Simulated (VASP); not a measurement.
The system is NaF (Villiaumite).

```
Na F
1.0
     0.00000    2.32000    2.32000
     2.32000    0.00000    2.32000
     2.32000    2.32000    0.00000
Na F
1 1
Direct
  0.00000 0.00000 0.00000
  0.50000 0.50000 0.50000
```

```yaml
Program: VASP 6.6.1
Task: relaxation of cell and atoms
Functional: r2SCAN
Potentials_or_basis: VASP PAW PBE potentials, release 64 (Na_pv, F)
Cutoff: 600 eV
k_mesh: 8 × 8 × 8
Occupations: gaussian, width 0.02 eV
Spin: no spin polarisation
```

At the start: pressure -2.3 GPa; volume 12.49 Å³/atom.

How do energy, volume and symmetry change on relaxing?

Over 5 steps the energy falls by 4.4 meV/atom and the volume is 11.95 Å³/atom (-4.3 %); space group Fm-3m (No. 225, to 0.05 Å).

Step by step:
```csv
step,energy change (eV),largest force (eV/Å),pressure (GPa),volume (Å³)
1,0.0000,0.0000,-2.25,24.97
2,-0.0069,0.0000,-1.01,24.35
3,-0.0083,0.0000,-0.45,24.09
4,-0.0082,0.0000,0.79,23.57
5,-0.0087,0.0000,-0.01,23.90
```

Final structure:
```
Na F
1.0
     0.00000    2.28619    2.28619
     2.28619    0.00000    2.28619
     2.28619    2.28619    0.00000
Na F
1 1
Cartesian
  0.0000 0.0000 0.0000
  2.2862 2.2862 2.2862
```

Caveat: the PAW data sets were made with another functional, which shifts forces and pressure a little.
